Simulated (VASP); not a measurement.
# Nd4S (Pm-3m) in VASP: a series of runs

Runs on Nd4S. Level: PBE. Tasks: single point, relaxation of cell and atoms.

Program: VASP 6.6.1. These are calculated values, not measurements. Logs are shortened: lines on timing, memory, paths and dates and some standing lists are left out, and cuts for length are marked.

### Step 1. The cell of the first run

It takes space group Pm-3m (No. 221, cubic). Conventional cell: a = 5.519 Å, b = 5.519 Å, c = 5.519 Å, α = 90.00°, β = 90.00°, γ = 90.00°. Within 3.6 Å of Nd (site symmetry 4/mmm) lie 2 S at 2.76 Å. Nd (site symmetry m-3m) has 12 Nd at 3.90 Å and 8 S at 4.78 Å within 5.1 Å. Within 3.6 Å of S (site symmetry m-3m) lie 6 Nd at 2.76 Å.

The cell was built from a structure type or drawn by symmetry, and may not be a known phase.

### Step 2. Single point, PBE

INCAR

```
PREC = Accurate
ENCUT = 500
EDIFF = 1E-6
ISMEAR = 0
SIGMA = 0.1
LREAL = F
LASPH = T
NELM = 200
ALGO = Normal
ISIF = 2
LWAVE = F
LCHARG = F
GGA = PE
NBANDS = 33
GGA_COMPAT = F
LMAXMIX = 6
```

KPOINTS

```
regular mesh
0
Gamma
  8 8 8
```

POSCAR

```
Nd4S
1.0
    5.5191782506      0.0000000000      0.0000000000
    0.0000000000      5.5191782506      0.0000000000
    0.0000000000      0.0000000000      5.5191782506
Nd S
4 1
Direct
    0.0000000000      0.5000000000      0.5000000000
    0.5000000000      0.5000000000      0.0000000000
    0.5000000000      0.0000000000      0.5000000000
    0.0000000000      0.0000000000      0.0000000000
    0.5000000000      0.5000000000      0.5000000000
```

Potentials or basis: VASP PAW PBE potentials, release 64 (Nd_3, S), 4f in core.

Command:

```bash
$ cat potpaw_PBE.64/Nd_3/POTCAR potpaw_PBE.64/S/POTCAR > POTCAR
$ mpirun -np 1 vasp_std > vasp.out
```

OUTCAR:

```text
PREC = Accurate
   ENCUT = 500
   EDIFF = 1E-6
   ISMEAR = 0
   LREAL = F
   LASPH = T
   NELM = 200
   ISIF = 2
   GGA = PE

 ion  position               nearest neighbor table
   1  0.000  0.500  0.500-   5 2.76   5 2.76
   2  0.500  0.500  0.000-   5 2.76   5 2.76
   3  0.500  0.000  0.500-   5 2.76   5 2.76
   4  0.000  0.000  0.000-
   5  0.500  0.500  0.500-   1 2.76   2 2.76   3 2.76   2 2.76   3 2.76   1 2.76

  LATTYP: Found a simple cubic cell.
 ALAT       =     5.5191782506

  Lattice vectors:

 A1 = (   5.5191782506,   0.0000000000,   0.0000000000)
 A2 = (   0.0000000000,   5.5191782506,   0.0000000000)
 A3 = (   0.0000000000,   0.0000000000,   5.5191782506)

Analysis of symmetry for initial positions (statically):
=====================================================================
 Subroutine PRICEL returns:
 Original cell was already a primitive cell.

 Routine SETGRP: Setting up the symmetry group for a
 simple cubic supercell.

 Subroutine GETGRP returns: Found 48 space group operations
 (whereof 48 operations were pure point group operations)
 out of a pool of 48 trial point group operations.

The static configuration has the point symmetry O_h .

Analysis of symmetry for dynamics (positions and initial velocities):
=====================================================================
 Subroutine PRICEL returns:
 Original cell was already a primitive cell.

 Routine SETGRP: Setting up the symmetry group for a
 simple cubic supercell.

 Subroutine GETGRP returns: Found 48 space group operations
 (whereof 48 operations were pure point group operations)
 out of a pool of 48 trial point group operations.

The dynamic configuration has the point symmetry O_h .

 Subroutine INISYM returns: Found 48 space group operations
 (whereof 48 operations are pure point group operations),
 and found     1 'primitive' translations

----------------------------------------------------------------------------------------

                                     Primitive cell

  volume of cell :     168.1215

  direct lattice vectors                    reciprocal lattice vectors
     5.519178251  0.000000000  0.000000000     0.181186393  0.000000000  0.000000000
     0.000000000  5.519178251  0.000000000     0.000000000  0.181186393  0.000000000
     0.000000000  0.000000000  5.519178251     0.000000000  0.000000000  0.181186393

  length of vectors
     5.519178251  5.519178251  5.519178251     0.181186393  0.181186393  0.181186393

  position of ions in fractional coordinates (direct lattice)
     0.000000000  0.500000000  0.500000000
     0.500000000  0.500000000  0.000000000
     0.500000000  0.000000000  0.500000000
     0.000000000  0.000000000  0.000000000
     0.500000000  0.500000000  0.500000000

  ion indices of the primitive-cell ions
   primitive index   ion index
                 1           1
                 2           2
                 3           3
                 4           4
                 5           5

----------------------------------------------------------------------------------------

 KPOINTS: regular mesh

Automatic generation of k-mesh.
 Grid dimensions read from file:
 generate k-points for:    8    8    8

 Generating k-lattice:

  Cartesian coordinates                     Fractional coordinates (reciprocal lattice)
     0.022648299  0.000000000  0.000000000     0.125000000  0.000000000  0.000000000
     0.000000000  0.022648299  0.000000000     0.000000000  0.125000000  0.000000000
     0.000000000  0.000000000  0.022648299     0.000000000  0.000000000  0.125000000

  Length of vectors
     0.022648299  0.022648299  0.022648299

  Shift w.r.t. Gamma in fractional coordinates (k-lattice)
     0.000000000  0.000000000  0.000000000

 Subroutine IBZKPT returns following result:
 ===========================================

 Found     35 irreducible k-points:

 Following reciprocal coordinates:
            Coordinates               Weight
  0.000000  0.000000  0.000000      1.000000
  0.125000  0.000000  0.000000      6.000000
  0.250000  0.000000  0.000000      6.000000
  0.375000  0.000000  0.000000      6.000000
  0.500000  0.000000  0.000000      3.000000
  0.125000  0.125000  0.000000     12.000000
[... 16 lines left out ...]
  0.375000  0.375000  0.125000     24.000000
  0.500000  0.375000  0.125000     24.000000
 [... further k-points ...]
   k-points           NKPTS =     35   k-points in BZ     NKDIM =     35   number of bands    NBANDS=     33
   number of dos      NEDOS =    301   number of ions     NIONS =      5
   total plane-waves  NPLWV =  64000
   dimension x,y,z NGX =    40 NGY =   40 NGZ =   40
   dimension x,y,z NGXF=    80 NGYF=   80 NGZF=   80
   ions per type =               4   1
   NGX,Y,Z   is equivalent  to a cutoff of  12.05, 12.05, 12.05 a.u.
   NGXF,Y,Z  is equivalent  to a cutoff of  24.10, 24.10, 24.10 a.u.
 SYSTEM =  unknown system
   PREC   = accura    normal or accurate (medium, high low for compatibility)
   ISTART =      0    job   : 0-new  1-cont  2-samecut
   ICHARG =      2    charge: 1-file 2-atom 10-const
   ISPIN  =      1    spin polarized calculation?
   LNONCOLLINEAR =      F non collinear calculations
   LSORBIT =      F    spin-orbit coupling
   LASPH  =      T    aspherical Exc in radial PAW
   ENCUT  =  500.0 eV  36.75 Ry    6.06 a.u.  10.06 10.06 10.06*2*pi/ulx,y,z
   NELM   =    200;   NELMIN=  2; NELMDL= -5     # of ELM steps
   EDIFF  = 0.1E-05   stopping-criterion for ELM
   LREAL  =      F    real-space projection
   EDIFFG = 0.1E-04   stopping-criterion for IOM
   NSW    =      0    number of steps for IOM
   IBRION =     -1    ionic relax: 0-MD 1-quasi-New 2-CG
   NFREE  =      0    steps in history (QN), initial steepest desc. (CG)
   ISIF   =      2    stress and relaxation
   ISYM   =      2    0-nonsym 1-usesym 2-fastsym
   POTIM  = 0.5000    time-step for ionic-motion
   TEBEG  =    0.0;   TEEND  =   0.0 temperature during run
   PSTRESS=    0.0 pullay stress
   NELECT =      50.0000    total number of electrons
   NUPDOWN=      -1.0000    fix difference up-down
   EMIN   =  10.00;   EMAX   =-10.00  energy-range for DOS
   EFERMI =   0.00;   METHOD = LEGACY
   ISMEAR =     0;   SIGMA  =   0.10  broadening in eV -4-tet -1-fermi 0-gaus
   EFERMI_NEDOS =   21; number of points for ismear=-14 and -15
   IALGO  =     38    algorithm
   IMIX   =      4    mixing-type and parameters
     AMIX     =   0.40;   BMIX     =  1.00
     AMIX_MAG =   1.60;   BMIX_MAG =  1.00
  volume/ion in A,a.u.               =      33.62       226.91
  Fermi-wavevector in a.u.,A,eV,Ry     =   1.092757  2.065012 16.246971  1.194119
  Thomas-Fermi vector in A             =   2.229029
   LORBIT       =      0    0 simple, 1 ext, 2 COOP (PROOUT), +10 PAW based schemes
   GGA     = PE    functional components
   LHFCALC =     F    Hartree Fock is set to
   AEXX    =    0.0000 exact exchange contribution
   IVDW    =     0    specifies the selected vdW correction
   LEPSILON=     F    determine dielectric tensor
   LRPA    =     F    only Hartree local field effects (RPA)
 non-spin polarized calculation
 Gauss-broadening in eV      SIGMA  =   0.10
  energy-cutoff  :      500.00
  volume of cell :      168.12
 maximum number of plane-waves:      4337
   NGX = 21   NGY = 21   NGZ = 21

 number of electron      50.0000002 magnetization

 Free energy of the ion-electron system (eV)
  ---------------------------------------------------
  ext. energy  EPLUGINS =         0.00000000
  ---------------------------------------------------
  free energy    TOTEN  =       -26.39080959 eV

  energy without entropy =      -26.35956987  energy(sigma->0) =      -26.37518973

 E-fermi :   3.4239     XC(G=0):  -9.4280

 val. band max:        3.4212500782   @ k =   0.5000   0.2500   0.2500
 cond. band min:       3.4293050001   @ k =   0.5000   0.3750   0.0000
 fundamental gap:      0.0080549219
 Fermi energy:         3.4238612202

 k-point     1 :       0.0000    0.0000    0.0000
  band No.  band energies     occupation
      1     -34.8179      2.00000
      2     -34.5133      2.00000
      3     -34.4530      2.00000
      4     -34.4530      2.00000
      5     -16.0764      2.00000
      6     -16.0764      2.00000
[... 25 lines left out ...]
     32       6.8742      0.00000
     33       6.8742      0.00000

 k-point     2 :       0.1250    0.0000    0.0000
  band No.  band energies     occupation
      1     -34.8175      2.00000
      2     -34.5115      2.00000
      3     -34.4550      2.00000
      4     -34.4529      2.00000
      5     -16.0646      2.00000
      6     -16.0646      2.00000
[... 25 lines left out ...]
     32       6.5079      0.00000
     33       6.5379      0.00000

 k-point     3 :       0.2500    0.0000    0.0000
  band No.  band energies     occupation
      1     -34.8167      2.00000
      2     -34.5064      2.00000
      3     -34.4608      2.00000
      4     -34.4529      2.00000
      5     -16.0316      2.00000
      6     -16.0316      2.00000
[... 25 lines left out ...]
     32       5.8846      0.00000
     33       5.8908      0.00000

 k-point     4 :       0.3750    0.0000    0.0000
  band No.  band energies     occupation
      1     -34.8158      2.00000
      2     -34.4996      2.00000
      3     -34.4683      2.00000
      4     -34.4529      2.00000
      5     -15.9861      2.00000
      6     -15.9861      2.00000
[... 25 lines left out ...]
     32       5.6754      0.00000
     33       5.6774      0.00000

 k-point     5 :       0.5000    0.0000    0.0000
  band No.  band energies     occupation
      1     -34.8155      2.00000
      2     -34.4955      2.00000
      3     -34.4727      2.00000
      4     -34.4529      2.00000
      5     -15.9564      2.00000
      6     -15.9564      2.00000
[... 604 lines left out ...]
 k-point    22 :       0.5000    0.2500    0.1250
  band No.  band energies     occupation
      1     -34.8149      2.00000
      2     -34.4879      2.00000
      3     -34.4732      2.00000
      4     -34.4600      2.00000
      5     -16.1990      2.00000
      6     -15.9968      2.00000
[... 25 lines left out ...]
     32       5.5368      0.00000
     33       5.7776      0.00000

 k-point    23 :       0.3750    0.3750    0.1250
  band No.  band energies     occupation
      1     -34.8147      2.00000
      2     -34.4859      2.00000
      3     -34.4706      2.00000
      4     -34.4646      2.00000
      5     -16.2529      2.00000
      6     -16.0051      2.00000
[... 25 lines left out ...]
     32       5.4146      0.00000
     33       5.7180      0.00000

 k-point    24 :       0.5000    0.3750    0.1250
  band No.  band energies     occupation
      1     -34.8145      2.00000
      2     -34.4814      2.00000
      3     -34.4735      2.00000
      4     -34.4663      2.00000
      5     -16.2802      2.00000
      6     -16.0048      2.00000
[... 25 lines left out ...]
     32       5.4796      0.00000
     33       5.5959      0.00000

 [... further k-points ...]
[... 5 lines left out ...]
  --------------------------------------------------------------------------------------
  -------------------------------------------------------------------------------------
  Total        0.1571446      0.1571446      0.1571446      0.0000000      0.0000000      0.0000000
  in kB        1.4975685      1.4975685      1.4975685      0.0000000      0.0000000      0.0000000
  external PRESSURE =       1.4975685 kB  Pullay stress =       0.0000000 kB

 VOLUME and BASIS-vectors are now :
 -----------------------------------------------------------------------------
  energy-cutoff  :      500.00
  volume of cell :      168.12
      direct lattice vectors                 reciprocal lattice vectors
     5.519178251  0.000000000  0.000000000     0.181186393  0.000000000  0.000000000
     0.000000000  5.519178251  0.000000000     0.000000000  0.181186393  0.000000000
     0.000000000  0.000000000  5.519178251     0.000000000  0.000000000  0.181186393

 POSITION                                       TOTAL-FORCE (eV/Angst)
 -----------------------------------------------------------------------------------
      0.00000      2.75959      2.75959         0.000000      0.000000      0.000000
      2.75959      2.75959      0.00000         0.000000      0.000000      0.000000
      2.75959      0.00000      2.75959         0.000000      0.000000      0.000000
      0.00000      0.00000      0.00000         0.000000      0.000000      0.000000
      2.75959      2.75959      2.75959         0.000000      0.000000      0.000000
 -----------------------------------------------------------------------------------
    total drift:                                0.000000     -0.000000     -0.000000

  FREE ENERGIE OF THE ION-ELECTRON SYSTEM (eV)
  ---------------------------------------------------
  free  energy   TOTEN  =       -26.3908095928 eV

  energy  without entropy=      -26.3595698653  energy(sigma->0) =      -26.37518973
```

Run time: 53 s. Hardware: 1 thread of Intel Xeon 6975P-C (Granite Rapids), shared host; peak memory 0.32 GiB.

What came out:

| Item | Value |
| --- | --- |
| Free energy | -26.3908 eV |
| Pressure | 0.1 GPa |
| Band gap on the k mesh | zero (bands 25 and 26 overlap by 2.41 eV) |

Caveat: spin-orbit coupling is left out, which moves the levels of the heavy elements; the 4f electrons are frozen in the core, so they carry no moment and show no levels; the run has no spin polarisation, though such a crystal can be magnetic. Spin polarisation is off, so any magnetic state and its effect on volume and gap are missing.

### Step 3. Relaxation of cell and atoms, PBE

This run uses another cell than the first one, of 33.45 Å³/atom.

INCAR

```
SYSTEM = Nd4S
PREC = Accurate ; ENCUT = 500
EDIFF = 1E-7 ; ISMEAR = 0
SIGMA = 0.1 ; LREAL = .FALSE.
LASPH = .TRUE. ; NELM = 200
ALGO = Normal ; ISIF = 3
LWAVE = .FALSE. ; LCHARG = .FALSE.
GGA = PE ; IBRION = 2
NSW = 100 ; EDIFFG = -0.01
GGA_COMPAT = .FALSE. ; NELMIN = 4
LMAXMIX = 6
```

KPOINTS

```
regular mesh
0
G
  8 8 8
  0 0 0
```

POSCAR: that of step 2 with these lines changed.

```diff
@@ -2,5 +2,5 @@
 1.0
-    5.5191782506      0.0000000000      0.0000000000
-    0.0000000000      5.5191782506      0.0000000000
-    0.0000000000      0.0000000000      5.5191782506
+    5.5095017121      0.0000000000      0.0000000000
+    0.0000000000      5.5095017121      0.0000000000
+    0.0000000000      0.0000000000      5.5095017121
 Nd S
```

Potentials or basis: VASP PAW PBE potentials, release 64 (Nd_3, S), 4f in core.

Command:

```bash
$ cat potpaw_PBE.64/Nd_3/POTCAR potpaw_PBE.64/S/POTCAR > POTCAR
$ mpirun -np 1 vasp_std > vasp.out
```

Run time: 2.3 min. Hardware: 1 thread of Intel Xeon 6975P-C (Granite Rapids), shared host; peak memory 0.33 GiB.

It converged, with:

| Property | Result |
| --- | --- |
| Free energy | -26.3910 eV |
| Relaxed volume | 33.73 Å³/atom |
| Relaxed cell | a = 5.525 Å, b = 5.525 Å, c = 5.525 Å, α = 90.00°, β = 90.00°, γ = 90.00° |
| Space group after relaxing (to 0.1 Å) | Pm-3m (No. 221) |
| Energy gained by relaxing | 0.4 meV/atom |
| Ionic steps | 3 |
| Pressure after relaxing | 0.0 GPa |
| Band gap on the k mesh | zero (bands 25 and 26 overlap by 2.40 eV) |

Step by step:
```
step  energy change (eV)  largest force (eV/Å)  pressure (GPa)  volume (Å³)
   1              0.0000                0.0000            0.41       167.24
   2             -0.0013                0.0000           -0.20       169.33
   3             -0.0018                0.0000            0.00       168.63
```

Final structure:
```
CELL_PARAMETERS angstrom
5.52476 0.00000 0.00000
0.00000 5.52476 0.00000
0.00000 0.00000 5.52476
ATOMIC_POSITIONS crystal
Nd 0.00000 0.50000 0.50000
Nd 0.50000 0.50000 0.00000
Nd 0.50000 0.00000 0.50000
Nd 0.00000 0.00000 0.00000
S 0.50000 0.50000 0.50000
```

Levels at points of the mesh, in eV from the Fermi level:
```
           k point  band 22  band 23  band 24  band 25  band 26  band 27  band 28  band 29
(0.00, 0.00, 0.00)    -1.47    -1.47    -1.19    -1.19    -1.19     1.19     1.19     1.19
(0.50, 0.00, 0.00)    -1.44    -0.54    -0.53     0.03     0.08     0.08     1.12     1.12
(0.50, 0.50, 0.00)    -0.37    -0.36    -0.36     0.08     0.08     0.39     0.54     1.08
(0.50, 0.50, 0.50)    -0.65    -0.65    -0.65     1.20     1.20     1.20     1.29     1.30
```

Caveat: spin-orbit coupling is left out, which moves the levels of the heavy elements; the 4f electrons are frozen in the core, so they carry no moment and show no levels; the run has no spin polarisation, though such a crystal can be magnetic. Spin polarisation is off, so any magnetic state and its effect on volume and gap are missing.
